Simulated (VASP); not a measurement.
CdSe: single point with HSE06

Crystal: CdSe.

```xyz
2
Lattice="0.0000 3.0703 3.0703 3.0703 0.0000 3.0703 3.0703 3.0703 0.0000" Properties=species:S:1:pos:R:3 pbc="T T T"
Cd    0.0000    0.0000    0.0000
Se    1.5351    1.5351    1.5351
```

* Program: VASP 6.6.1
* Task: single point
* Functional: HSE06
* Potentials or basis: VASP PAW PBE potentials, release 64 (Cd, Se)
* Cutoff: 520 eV
* k mesh: 4 × 4 × 4
* Occupations: fermi-dirac, width 0.05 eV
* Spin: non-collinear spin, zero start, spin-orbit coupling
* Starting moments: [[0.0, 0.0, 0.0], [0.0, 0.0, 0.0]] μB
* Dipole correction: no
* Grid for exact exchange (PRECFOCK): Normal
* Further INCAR settings: ALGO = Normal; EDIFF = 1e-06; NBANDS = 30
* Share of exact exchange: 0.25
* Screening parameter: 0.2079 1/Å

```json
{
  "Pressure": "0.4 GPa",
  "Net moment": "0.00 μB per cell",
  "Valence electrons inside the program's atomic spheres": "Cd 10.30; Se 3.92"
}
```

Moments on the atoms (μB; x, y, z):
```
Cd  0.00 0.00 0.00
Se  0.00 0.00 0.00
```

Run time: 92 min on 1 thread of Oxide Virtual Turin-like Processor (shared host), peak memory 0.42 GiB.

Caveat: the k points lie up to 0.44 Å⁻¹ apart; the PAW data sets were made with another functional, which shifts forces and pressure a little.
